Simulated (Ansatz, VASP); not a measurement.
**NiO2 in VASP and in Ansatz**

Contents of INCAR:

```
PREC     = Accurate       # precision mode
ENCUT    = 520            # plane-wave cutoff, eV
EDIFF    = 1E-7           # SCF threshold, eV
ISMEAR   = 0              # smearing method
SIGMA    = 0.05           # smearing width, eV
LREAL    = False          # projectors in reciprocal space
LASPH    = True           # aspherical terms in the spheres
NELM     = 100            # most SCF steps
ALGO     = Normal         # electronic algorithm
ISIF     = 2              # what is computed and relaxed
LWAVE    = False          # write WAVECAR
LCHARG   = False          # write CHGCAR
GGA      = PS             # functional
NBANDS   = 18             # bands
```

Contents of KPOINTS:

```
regular mesh
0
Gamma
  12 12 6
```

Contents of POSCAR:

```
NiO2
1.0
    2.8624235356      0.0000000000      0.0000000000
   -1.4312117678      2.4789314982      0.0000000000
    0.0000000000      0.0000000000      4.7038205961
Ni O
1 2
Direct
    0.0000000000      0.0000000000      0.5000000000
    0.6666666667      0.3333333333      0.7002287663
    0.3333333333      0.6666666667      0.2997712337
```

Input for Ansatz:

```yaml
crystal:
  lattice:
    - [2.8624235356, 0.0, 0.0]
    - [-1.4312117678, 2.4789314982, 0.0]
    - [0.0, 0.0, 4.7038205961]
  atoms:
    - { symbol: Ni, position: [0.0, 0.0, 0.5] }
    - { symbol: O, position: [0.6666666667, 0.3333333333, 0.7002287663] }
    - { symbol: O, position: [0.3333333333, 0.6666666667, 0.2997712337] }
basis:
  ecutwfc: 520.0
kpoints:
  mp_grid: { grid: [12, 12, 6] }
hamiltonian:
  xc: pbesol
scf:
  occupations: { method: gaussian, width: 0.05 }
output:
  forces: true
  stress: true
  eigenvalues: true
```

Alike in both runs: task single point; functional PBEsol; k mesh 12 × 12 × 6; occupations gaussian, width 0.05 eV; no spin polarisation.

|  | VASP | Ansatz |
| --- | --- | --- |
| version | VASP 6.6.1 | Ansatz 0.2.0 |
| potentials or method | VASP PAW PBE potentials, release 64 (Ni, O), cutoff 520 eV | scalar-relativistic, plane waves, PAW |
| valence electrons in the cell | 22 | 30 |

Ansatz gave:

| Property | Result |
| --- | --- |
| gap on the k mesh at the Fermi level (eV) | 0.87 |
| least direct gap on the mesh (eV) | 1.08 |
| pressure (GPa) | -11.9 |
| traceless stress, the component that is largest in VASP (GPa) | 5.08 |
| rms of the force components (eV/Å) | 0.357 |

Q: What did VASP give for the same quantities?

A: gap on the k mesh at the Fermi level (eV): 0.85; least direct gap on the mesh (eV): 1.06; pressure (GPa): -11.3; traceless stress, the component that is largest in VASP (GPa): 4.73; rms of the force components (eV/Å): 0.331.

VASP's potentials were made for PBE, not for PBEsol. Atom by atom the forces differ by 0.026 eV/Å (rms over components). VASP's potentials hold 22 valence electrons a cell and Ansatz's 30, so a difference there can come from the potentials and not from the codes.
